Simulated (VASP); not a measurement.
# La (P6/mmm) in VASP: notebook, part 3 of 3

VASP 6.6.1.

## 5. Relaxation of cell and atoms, PBEsol, target pressure 17 GPa, at which the enthalpy is minimised

This run uses another cell than the first one, of 24.53 Å³/atom, 1.031 times its volume.

INCAR

```
PREC = Accurate
ENCUT = 600
EDIFF = 1E-7
ISMEAR = -1
SIGMA = 0.08
LREAL = F
LASPH = T
NELM = 80
ALGO = Normal
ISIF = 3
LWAVE = F
LCHARG = F
GGA = PS
IBRION = 2
NSW = 60
EDIFFG = -0.005
PSTRESS = 170.0
```

KPOINTS

```
regular mesh
0
Gamma
  14 14 13
```

POSCAR

```
La
1.0
    3.1119695921      0.0000000000      0.0000000000
   -1.5559847961      2.6950447226      0.0000000000
    0.0000000000      0.0000000000      2.9252514166
La
1
Direct
    0.0000000000      0.0000000000      0.0000000000
```

Potentials or basis: VASP PAW PBE potentials, release 64 (La).

On the command line:

```
cat potpaw_PBE.64/La/POTCAR > POTCAR
mpirun -np 1 vasp_std > vasp.out
```

OUTCAR:

```text
PREC = Accurate
   ENCUT = 600
   EDIFF = 1E-7
   ISMEAR = -1
   LREAL = F
   LASPH = T
   NELM = 80
   ISIF = 3
   GGA = PS
   IBRION = 2
   NSW = 60
   EDIFFG = -0.005
   PSTRESS = 170.0

 ion  position               nearest neighbor table
   1  0.000  0.000  0.000-

  LATTYP: Found a hexagonal cell.
 ALAT       =     3.1119695921
 C/A-ratio  =     0.9400000000

  Lattice vectors:

 A1 = (   3.1119695921,   0.0000000000,   0.0000000000)
 A2 = (  -1.5559847961,   2.6950447226,   0.0000000000)
 A3 = (   0.0000000000,   0.0000000000,   2.9252514166)

Analysis of symmetry for initial positions (statically):
=====================================================================
 Subroutine PRICEL returns:
 Original cell was already a primitive cell.

 Routine SETGRP: Setting up the symmetry group for a
 hexagonal supercell.

 Subroutine GETGRP returns: Found 24 space group operations
 (whereof 24 operations were pure point group operations)
 out of a pool of 24 trial point group operations.

The static configuration has the point symmetry D_6h.

Analysis of symmetry for dynamics (positions and initial velocities):
=====================================================================
 Subroutine PRICEL returns:
 Original cell was already a primitive cell.

 Routine SETGRP: Setting up the symmetry group for a
 hexagonal supercell.

 Subroutine GETGRP returns: Found 24 space group operations
 (whereof 24 operations were pure point group operations)
 out of a pool of 24 trial point group operations.

The dynamic configuration has the point symmetry D_6h.

 Subroutine INISYM returns: Found 24 space group operations
 (whereof 24 operations are pure point group operations),
 and found     1 'primitive' translations
[... 120 lines left out ...]
   AEXX    =    0.0000 exact exchange contribution
   IVDW    =     0    specifies the selected vdW correction
   LEPSILON=     F    determine dielectric tensor
   LRPA    =     F    only Hartree local field effects (RPA)
 conjugate gradient relaxation of ions
 non-spin polarized calculation
  energy-cutoff  :      600.00
  volume of cell :       24.53
 maximum number of plane-waves:       851
 NGX is ok and might be reduce to    28
   NGX = 13   NGY = 13   NGZ = 11

--------------------------------------- Ionic step        1  -------------------------------------------

 number of electron      11.0000000 magnetization

 Free energy of the ion-electron system (eV)
  ---------------------------------------------------
  ext. energy  EPLUGINS =         0.00000000
  ---------------------------------------------------
  free energy    TOTEN  =        -4.74973931 eV

  energy without entropy =       -4.71527660  energy(sigma->0) =       -4.73250796

------------------------ aborting loop because EDIFF is reached ----------------------------------------

  FORCE on cell =-STRESS in cart. coord.  units (eV):
  Direction    XX          YY          ZZ          XY          YZ          ZX
  --------------------------------------------------------------------------------------
  -------------------------------------------------------------------------------------
  Total        2.4465792      2.4465792      1.8987021     -0.0000000      0.0000000      0.0000000
  in kB      159.7737187    159.7737187    123.9946378     -0.0000000      0.0000000      0.0000000
  external PRESSURE =     -22.1526416 kB  Pullay stress =     170.0000000 kB
[... 246 lines left out ...]
--------------------------------------- Ionic step        8  -------------------------------------------

 number of electron      11.0000000 magnetization

 Free energy of the ion-electron system (eV)
  ---------------------------------------------------
  ext. energy  EPLUGINS =         0.00000000
  ---------------------------------------------------
  free energy    TOTEN  =        -4.69106630 eV

  energy without entropy =       -4.66259761  energy(sigma->0) =       -4.67683195

 E-fermi :  12.7847     XC(G=0): -11.6028

 val. band max:       12.7810368160   @ k =   0.2143   0.0714   0.3846
 cond. band min:      12.8076544722   @ k =   0.4286   0.0714   0.1538
 fundamental gap:      0.0266176562
 Fermi energy:        12.7847240713

 k-point     1 :       0.0000    0.0000    0.0000
  band No.  band energies     occupation
      1     -20.4336      2.00000
      2      -1.4739      2.00000
      3      -1.4739      2.00000
      4      -1.0915      2.00000
      5      10.5708      2.00000
      6      11.0572      2.00000
      7      14.1547      0.00000
      8      14.5509      0.00000
      9      14.5509      0.00000
[... 265 lines left out ...]
 k-point    24 :       0.3571    0.2857    0.0000
  band No.  band energies     occupation
      1     -19.3882      2.00000
      2      -5.0813      2.00000
      3      -4.4744      2.00000
      4      -0.3535      2.00000
      5      13.3755      0.00124
      6      14.1210      0.00000
      7      14.6947      0.00000
      8      14.9307      0.00000
      9      15.3602      0.00000

 [... further k-points ...]

------------------------ aborting loop because EDIFF is reached ----------------------------------------

  FORCE on cell =-STRESS in cart. coord.  units (eV):
  Direction    XX          YY          ZZ          XY          YZ          ZX
  --------------------------------------------------------------------------------------
  -------------------------------------------------------------------------------------
  Total        2.5349857      2.5349857      2.5356614     -0.0000000     -0.0000000      0.0000000
  in kB      170.0585521    170.0585521    170.1038818     -0.0000000     -0.0000000      0.0000000
  external PRESSURE =       0.0736620 kB  Pullay stress =     170.0000000 kB
[... 20 lines left out ...]
  energy  without entropy=       -4.6625976071  energy(sigma->0) =       -4.67683195

  enthalpy is  TOTEN    =        -2.1569534046 eV   P V=        2.5341128938

 reached required accuracy - stopping structural energy minimisation
```

OSZICAR:

```text
N       E                     dE             d eps       ncg     rms          rms(c)
DAV:   1     0.944715403608E+02    0.94472E+02   -0.43125E+03  3024   0.193E+03
[... 80 lines left out ...]
DAV:   1    -0.469124402859E+01    0.34061E-02   -0.55391E-03  4485   0.129E+00    0.742E-02
DAV:   2    -0.469108797787E+01    0.15605E-03   -0.46052E-04  4880   0.326E-01    0.247E-02
DAV:   3    -0.469106497879E+01    0.22999E-04   -0.11256E-04  5669   0.143E-01    0.542E-03
DAV:   4    -0.469106521159E+01   -0.23280E-06   -0.42020E-06  5102   0.251E-02    0.289E-03
DAV:   5    -0.469106591708E+01   -0.70549E-06   -0.18032E-06  5473   0.108E-02    0.224E-03
DAV:   6    -0.469106635246E+01   -0.43538E-06   -0.68836E-07  5325   0.995E-03    0.722E-04
DAV:   7    -0.469106629837E+01    0.54093E-07   -0.24891E-08  1751   0.232E-03
   8 F= -.21569534E+01 E0= -.21427191E+01  d E =-.303901E-04
```

CONTCAR:

```text
La
   1.00000000000000
     3.1102753836228811   -0.0000000000157107    0.0000000000000000
    -1.5551376918750193    2.6935774950473186    0.0000000000000000
     0.0000000000000000    0.0000000000000000    2.8507511072016785
  La
     1
Direct
     0.0000000000000000    0.0000000000000000    0.0000000000000000

  0.00000000E+00  0.00000000E+00  0.00000000E+00
```

Wall time 2.7 min (1 thread of Intel Xeon 6975P-C (Granite Rapids), shared host); peak memory 0.22 GiB.

Results:

```
Free energy                                            : -4.6911 eV
Relaxed volume                                         : 23.88 Å³/atom
Relaxed cell                                           : a = 3.110 Å, b = 3.110 Å, c = 2.851 Å, α = 90.00°, β = 90.00°, γ = 120.00°
Space group after relaxing (to 0.05 Å)                 : P6/mmm (No. 191)
Energy change on relaxing (the enthalpy is what falls) : +58.7 meV/atom
Ionic steps                                            : 8
Pressure after relaxing                                : 17.0 GPa
```

The path:
```
step  energy change (eV)  largest force (eV/Å)  pressure (GPa)  volume (Å³)
   1              0.0000                0.0000           14.78        24.53
   2              0.1196                0.0000           19.17        23.34
   3              0.0755                0.0000           17.51        23.73
   4              0.0595                0.0000           17.06        23.88
   5              0.0638                0.0000           17.19        23.83
   6              0.0636                0.0000           17.18        23.84
   7              0.0551                0.0000           16.87        23.92
   8              0.0587                0.0000           17.01        23.88
```

Final structure:
```yaml
crystal:
  lattice:
    - [3.11028, 0.00000, 0.00000]
    - [-1.55514, 2.69358, 0.00000]
    - [0.00000, 0.00000, 2.85075]
  atoms:
    - { symbol: La, position: [0.00000, 0.00000, 0.00000] }
```

Caveat: the cell is relaxed towards a set pressure, so the enthalpy falls and the energy may rise; the PAW data sets were made with another functional, which shifts forces and pressure a little; spin-orbit coupling is left out, which moves the levels of the heavy elements.

## 6. Summary

| task | cell | cutoff (eV) | gap on the mesh (eV) | pressure (GPa) |
| --- | --- | --- | --- | --- |
| single point | a = 3.106, b = 3.106, c = 2.849 Å, angles 90.0, 90.0, 120.0°, 1 atom | 520 | none | 17.3 |
| relaxation of cell and atoms | relaxed to 17 GPa from a = 3.106, b = 3.106, c = 2.849 Å, angles 90.0, 90.0, 120.0°, 1 atom | 600 | none | 17.0 |
| relaxation of cell and atoms | relaxed to 17 GPa from a = 3.112, b = 3.112, c = 2.925 Å, angles 90.0, 90.0, 120.0°, 1 atom | 600 | none | 17.0 |

Alike in all rows: level PBEsol; potentials or basis VASP PAW PBE potentials, release 64 (La); no spin polarisation; k mesh 14 × 14 × 13; smearing fermi-dirac 0.08 eV.

Caveats: the PAW data sets were made with another functional, which shifts forces and pressure a little; spin-orbit coupling is left out, which moves the levels of the heavy elements; the cell is relaxed towards a set pressure, so the enthalpy falls and the energy may rise (some runs).

Absolute energies hang on the potentials; compare differences alone.
